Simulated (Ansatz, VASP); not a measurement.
**One calculation of Fe, two programs**

```
Fe
1.0
     2.53262    0.00000    0.00000
    -1.26631    2.19331    0.00000
     0.00000    0.00000    4.38806
Fe
2
Direct
  0.33333 0.66667 0.25000
  0.66667 0.33333 0.75000
```

Alike in both runs: functional r2SCAN; k mesh 24 × 24 × 14; occupations gaussian, width 0.1 eV; collinear spin.

Ansatz relaxed the structure, and its values are those at the end. VASP's run is a single point on that final structure, the one shown.

|  | VASP | Ansatz |
| --- | --- | --- |
| version | VASP 6.6.1 | Ansatz 0.2.0 |
| potentials or method | VASP PAW PBE potentials, release 64 (Fe), cutoff 520 eV | scalar-relativistic, plane waves, PAW |
| valence electrons in the cell | 16 | 32 |

Ansatz gave:

| Quantity | Value |
| --- | --- |
| gap on the k mesh at the Fermi level (eV) | none |
| pressure (GPa) | 0.0 |
| net moment per atom (μB) | 2.77 |
| size of the moment on the site where the two differ most (μB) | 2.88 |

Q: What did VASP give for the same quantities?

A: gap on the k mesh at the Fermi level (eV): none; pressure (GPa): -0.3; net moment per atom (μB): 2.77; size of the moment on the site where the two differ most (μB): 2.81.

VASP's potentials were made for PBE, not for r2SCAN. Site moments also hang on the region over which each program counts them. A gap of «none» marks a metal or a gap that the smearing closes. With one functional, cell and mesh, what is left measures potentials, basis and numerics. VASP's potentials hold 16 valence electrons a cell and Ansatz's 32, so a difference there can come from the potentials and not from the codes.
